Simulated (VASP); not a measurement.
# TaN (P-6m2) in VASP: further runs

The runs below take TaN through electric field gradients, with LDA.

Program: VASP 6.6.1. These are calculated values, not measurements. Logs are shortened: lines on timing, memory, paths and dates and some standing lists are left out, and cuts for length are marked.

## 1. The cell of the first run

Symmetry: P-6m2, No. 187, hexagonal system. Conventional cell: a = 2.918 Å, b = 2.918 Å, c = 2.864 Å, α = 90.00°, β = 90.00°, γ = 120.00°. Within 2.9 Å of Ta (site symmetry -6m2) lie 6 N at 2.21 Å and 2 Ta at 2.86 Å. Within 2.9 Å of N (site symmetry -6m2) lie 6 Ta at 2.21 Å and 2 N at 2.86 Å.

## 2. Electric field gradients, LDA (volume scaled by 0.98)

INCAR reads:

```
SYSTEM = TaN
PREC = Accurate
ENCUT = 520
EDIFF = 1E-8
ISMEAR = -1
SIGMA = 0.02
LREAL = .False.
LASPH = .True.
NELM = 80
ALGO = Normal
ISIF = 2
LWAVE = .False.
LCHARG = .False.
LEFG = .True.
NBANDS = 15
```

KPOINTS reads:

```
Automatic mesh
0
Gamma
  12 12 10
  0 0 0
```

POSCAR reads:

```
TaN
1.0
    2.9182801511      0.0000000000      0.0000000000
   -1.4591400756      2.5273047463      0.0000000000
    0.0000000000      0.0000000000      2.8636504237
Ta N
1 1
Direct
    0.3333333333      0.6666666667      0.5000000000
    0.0000000000      0.0000000000      0.0000000000
```

Potentials or basis: VASP PAW LDA potentials, release 64 (Ta_pv, N).

Run with:

```console
$ cat potpaw_LDA.64/Ta_pv/POTCAR potpaw_LDA.64/N/POTCAR > POTCAR
$ mpirun -np 1 vasp_std > vasp.out
```

OUTCAR:

```text
SYSTEM = TaN
   PREC = Accurate
   ENCUT = 520
   EDIFF = 1E-8
   ISMEAR = -1
   LREAL = .False.
   LASPH = .True.
   NELM = 80
   ISIF = 2

 ion  position               nearest neighbor table
   1  0.333  0.667  0.500-   2 2.21   2 2.21   2 2.21   2 2.21   2 2.21   2 2.21
   2  0.000  0.000  0.000-   1 2.21   1 2.21   1 2.21   1 2.21   1 2.21   1 2.21

  LATTYP: Found a hexagonal cell.
 ALAT       =     2.9182801511
 C/A-ratio  =     0.9812801635

  Lattice vectors:

 A1 = (   2.9182801511,   0.0000000000,   0.0000000000)
 A2 = (  -1.4591400756,   2.5273047463,   0.0000000000)
 A3 = (   0.0000000000,   0.0000000000,   2.8636504237)

Analysis of symmetry for initial positions (statically):
=====================================================================
 Subroutine PRICEL returns:
 Original cell was already a primitive cell.

 Routine SETGRP: Setting up the symmetry group for a
 hexagonal supercell.

 Subroutine GETGRP returns: Found 12 space group operations
 (whereof 12 operations were pure point group operations)
 out of a pool of 24 trial point group operations.

The static configuration has the point symmetry D_3h.

Analysis of symmetry for dynamics (positions and initial velocities):
=====================================================================
 Subroutine PRICEL returns:
 Original cell was already a primitive cell.

 Routine SETGRP: Setting up the symmetry group for a
 hexagonal supercell.

 Subroutine GETGRP returns: Found 12 space group operations
 (whereof 12 operations were pure point group operations)
 out of a pool of 24 trial point group operations.

The dynamic configuration has the point symmetry D_3h.

 Subroutine INISYM returns: Found 12 space group operations
 (whereof 12 operations are pure point group operations),
 and found     1 'primitive' translations

----------------------------------------------------------------------------------------

                                     Primitive cell

  volume of cell :      21.1205

  direct lattice vectors                    reciprocal lattice vectors
     2.918280151  0.000000000  0.000000000     0.342667581  0.197839220  0.000000000
    -1.459140076  2.527304746  0.000000000     0.000000000  0.395678440  0.000000000
     0.000000000  0.000000000  2.863650424     0.000000000  0.000000000  0.349204635

  length of vectors
     2.918280151  2.918280151  2.863650424     0.395678440  0.395678440  0.349204635

  position of ions in fractional coordinates (direct lattice)
     0.333333333  0.666666667  0.500000000
     0.000000000  0.000000000  0.000000000

  ion indices of the primitive-cell ions
   primitive index   ion index
                 1           1
                 2           2

----------------------------------------------------------------------------------------

 KPOINTS: Automatic mesh

Automatic generation of k-mesh.
 Grid dimensions read from file:
 generate k-points for:   12   12   10

 Generating k-lattice:

  Cartesian coordinates                     Fractional coordinates (reciprocal lattice)
     0.028555632  0.016486602  0.000000000     0.083333333 -0.000000000  0.000000000
     0.000000000  0.032973203  0.000000000     0.000000000  0.083333333  0.000000000
     0.000000000  0.000000000  0.034920463     0.000000000  0.000000000  0.100000000

  Length of vectors
     0.032973203  0.032973203  0.034920463

  Shift w.r.t. Gamma in fractional coordinates (k-lattice)
     0.000000000  0.000000000  0.000000000

 Subroutine IBZKPT returns following result:
 ===========================================

 Found    114 irreducible k-points:

 Following reciprocal coordinates:
            Coordinates               Weight
  0.000000  0.000000  0.000000      1.000000
  0.083333 -0.000000  0.000000      6.000000
  0.166667  0.000000  0.000000      6.000000
  0.250000  0.000000  0.000000      6.000000
  0.333333  0.000000  0.000000      6.000000
  0.416667  0.000000  0.000000      6.000000
[... 16 lines left out ...]
  0.250000  0.000000  0.100000     12.000000
  0.333333  0.000000  0.100000     12.000000
 [... further k-points ...]
   k-points           NKPTS =    114   k-points in BZ     NKDIM =    114   number of bands    NBANDS=     15
   number of dos      NEDOS =    301   number of ions     NIONS =      2
   total plane-waves  NPLWV =  13824
   dimension x,y,z NGX =    24 NGY =   24 NGZ =   24
   dimension x,y,z NGXF=    48 NGYF=   48 NGZF=   48
   ions per type =               1   1
   NGX,Y,Z   is equivalent  to a cutoff of  13.67, 13.67, 13.93 a.u.
   NGXF,Y,Z  is equivalent  to a cutoff of  27.34, 27.34, 27.87 a.u.
 SYSTEM =  TaN
   PREC   = accura    normal or accurate (medium, high low for compatibility)
   ISTART =      0    job   : 0-new  1-cont  2-samecut
   ICHARG =      2    charge: 1-file 2-atom 10-const
   ISPIN  =      1    spin polarized calculation?
   LNONCOLLINEAR =      F non collinear calculations
   LSORBIT =      F    spin-orbit coupling
   LASPH  =      T    aspherical Exc in radial PAW
   ENCUT  =  520.0 eV  38.22 Ry    6.18 a.u.   5.43  5.43  5.32*2*pi/ulx,y,z
   NELM   =     80;   NELMIN=  2; NELMDL= -5     # of ELM steps
   EDIFF  = 0.1E-07   stopping-criterion for ELM
   LREAL  =      F    real-space projection
   EDIFFG = 0.1E-06   stopping-criterion for IOM
   NSW    =      0    number of steps for IOM
   IBRION =     -1    ionic relax: 0-MD 1-quasi-New 2-CG
   NFREE  =      0    steps in history (QN), initial steepest desc. (CG)
   ISIF   =      2    stress and relaxation
   ISYM   =      2    0-nonsym 1-usesym 2-fastsym
   POTIM  = 0.5000    time-step for ionic-motion
   TEBEG  =    0.0;   TEEND  =   0.0 temperature during run
   PSTRESS=    0.0 pullay stress
   NELECT =      16.0000    total number of electrons
   NUPDOWN=      -1.0000    fix difference up-down
   EMIN   =  10.00;   EMAX   =-10.00  energy-range for DOS
   EFERMI =   0.00;   METHOD = LEGACY
   ISMEAR =    -1;   SIGMA  =   0.02  broadening in eV -4-tet -1-fermi 0-gaus
   EFERMI_NEDOS =   21; number of points for ismear=-14 and -15
   IALGO  =     38    algorithm
   IMIX   =      4    mixing-type and parameters
     AMIX     =   0.40;   BMIX     =  1.00
     AMIX_MAG =   1.60;   BMIX_MAG =  1.00
  volume/ion in A,a.u.               =      10.56        71.26
  Fermi-wavevector in a.u.,A,eV,Ry     =   1.492382  2.820193 30.302945  2.227204
  Thomas-Fermi vector in A             =   2.604917
   LORBIT       =      0    0 simple, 1 ext, 2 COOP (PROOUT), +10 PAW based schemes
   GGA     = CA    functional components
   LHFCALC =     F    Hartree Fock is set to
   AEXX    =    0.0000 exact exchange contribution
   IVDW    =     0    specifies the selected vdW correction
   LEPSILON=     F    determine dielectric tensor
   LRPA    =     F    only Hartree local field effects (RPA)
 non-spin polarized calculation
  energy-cutoff  :      520.00
  volume of cell :       21.12
 maximum number of plane-waves:       587
 NGX is ok and might be reduce to    24
   NGX = 11   NGY = 11   NGZ = 11

 number of electron      16.0000000 magnetization

 Free energy of the ion-electron system (eV)
  ---------------------------------------------------
  ext. energy  EPLUGINS =         0.00000000
  ---------------------------------------------------
  free energy    TOTEN  =       -24.71748314 eV

  energy without entropy =      -24.71738304  energy(sigma->0) =      -24.71743309

 E-fermi :   8.4151     XC(G=0): -13.6914

 val. band max:        8.2879513817   @ k =   0.0000   0.0000   0.4000
 cond. band min:       8.4548764951   @ k =   0.0833  -0.0000   0.5000
 fundamental gap:      0.1669251133
 Fermi energy:         8.4151297736

 k-point     1 :       0.0000    0.0000    0.0000
  band No.  band energies     occupation
      1     -26.2504      2.00000
      2     -25.9725      2.00000
      3     -25.9725      2.00000
      4      -9.3655      2.00000
      5       3.6912      2.00000
      6       3.6912      2.00000
      7       4.0319      2.00000
      8       5.4280      2.00000
      9      10.8459      0.00000
     10      11.9996      0.00000
     11      11.9996      0.00000
     12      12.3726      0.00000
     13      12.3726      0.00000
     14      20.7829      0.00000
     15      21.6626      0.00000
[... 397 lines left out ...]
 k-point    24 :       0.3333    0.0000    0.1000
  band No.  band energies     occupation
      1     -26.8228      2.00000
      2     -26.2238      2.00000
      3     -26.1550      2.00000
      4      -7.5265      2.00000
      5       0.6997      2.00000
      6       3.2334      2.00000
      7       4.6491      2.00000
      8       5.5798      2.00000
      9      11.0578      0.00000
     10      11.3295      0.00000
     11      13.0177      0.00000
     12      13.4475      0.00000
     13      15.6745      0.00000
     14      20.7922      0.00000
     15      21.7054      0.00000

 [... further k-points ...]
[... 5 lines left out ...]
  --------------------------------------------------------------------------------------
  -------------------------------------------------------------------------------------
  Total       -0.3266745     -0.3266745     -0.3941375      0.0000000     -0.0000000      0.0000000
  in kB      -24.7811350    -24.7811350    -29.8988022      0.0000000     -0.0000000      0.0000000
  external PRESSURE =     -26.4870240 kB  Pullay stress =       0.0000000 kB

 VOLUME and BASIS-vectors are now :
 -----------------------------------------------------------------------------
  energy-cutoff  :      520.00
  volume of cell :       21.12
      direct lattice vectors                 reciprocal lattice vectors
     2.918280151  0.000000000  0.000000000     0.342667581  0.197839220  0.000000000
    -1.459140076  2.527304746  0.000000000     0.000000000  0.395678440  0.000000000
     0.000000000  0.000000000  2.863650424     0.000000000  0.000000000  0.349204635

 POSITION                                       TOTAL-FORCE (eV/Angst)
 -----------------------------------------------------------------------------------
     -0.00000      1.68487      1.43183         0.000000      0.000000      0.000000
      0.00000      0.00000      0.00000        -0.000000      0.000000      0.000000
 -----------------------------------------------------------------------------------
    total drift:                                0.000000     -0.000000     -0.000000

  FREE ENERGIE OF THE ION-ELECTRON SYSTEM (eV)
  ---------------------------------------------------
  free  energy   TOTEN  =       -24.7174831381 eV

  energy  without entropy=      -24.7173830370  energy(sigma->0) =      -24.71743309

 Electric field gradients (V/A^2)
---------------------------------------------------------------------
 ion       V_xx      V_yy      V_zz      V_xy      V_xz      V_yz
---------------------------------------------------------------------
   1      -7.663    -7.663    15.326     0.000     0.000    -0.000
   2       0.157     0.157    -0.314    -0.001     0.000    -0.000
---------------------------------------------------------------------

 Electric field gradients after diagonalization (V/A^2)
 (convention: |V_zz| > |V_xx| > |V_yy|)
----------------------------------------------------------------------
 ion       V_xx      V_yy      V_zz     asymmetry (V_yy - V_xx)/ V_zz
----------------------------------------------------------------------
   1      -7.664    -7.663    15.326       0.000
   2       0.158     0.156    -0.314       0.005
----------------------------------------------------------------------

           NMR quadrupolar parameters

 Cq : quadrupolar parameter    Cq=e*Q*V_zz/h
 eta: asymmetry parameters     (V_yy - V_xx)/ V_zz
 Q  : nuclear electric quadrupole moment in mb (millibarn)
----------------------------------------------------------------------
 ion       Cq(MHz)       eta       Q (mb)
----------------------------------------------------------------------
   1       0.037       0.000       1.000
   2      -0.001       0.005       1.000
----------------------------------------------------------------------
```

It used 20 s of CPU time on 1 thread of Intel Xeon 6975P-C (shared host).

Results:

| Item | Value |
| --- | --- |
| Free energy | -24.7175 eV |
| Pressure | -2.6 GPa |
| Band gap on the k mesh | zero (band 8 reaches 8.71 eV, above the bottom of band 9 at 8.20 eV) |

Electric field gradients, principal values (V/Å²):
| atom | least | middle | greatest (by size) |
| --- | --- | --- | --- |
| 1 Ta | -7.663 | -7.664 | 15.326 |
| 2 N | 0.156 | 0.158 | -0.314 |

Caveat: without QUAD_EFG the Cq values of the log hold for a quadrupole moment of 1 mb, not for the nuclei; spin-orbit coupling is left out, which moves the levels of the heavy elements.

(Continued in part 2 of 2.)
